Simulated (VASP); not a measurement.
Runs of VASP 6.6.1 on Sn3Se. The structure is that of space group Pm-3m (No. 221), or close to it. The cells are those of the table. 

```tsv
cell	gap on the mesh (eV)	pressure (GPa)
a = 4.656 Å, 4 atoms	none	3.5
a = 4.699 Å, 4 atoms	none	1.9
a = 4.825 Å, 4 atoms	none	(a)
a = 4.742 Å, 4 atoms	none	0.5
a = 4.612 Å, 4 atoms	none	5.3
a = 4.784 Å, 4 atoms	none	(b)
a = 4.865 Å, 4 atoms	none	-2.8
```

Alike in all rows: task single point; level PBE; potentials or basis VASP PAW PBE potentials, release 64 (Sn_d, Se); no spin polarisation; k mesh 5 × 5 × 5; cutoff (eV) 520; smearing fermi-dirac 0.1 eV.

**Question.** Fill in the values left out.

**Answer.** (a) -1.9; (b) -0.8.

Caveats: spin-orbit coupling is left out, which moves the levels of the heavy elements.

A k mesh can miss the band edges, and the runs leave out spin-orbit coupling on Se, Sn.

A gap of «none» marks levels without a gap at the run's occupations.
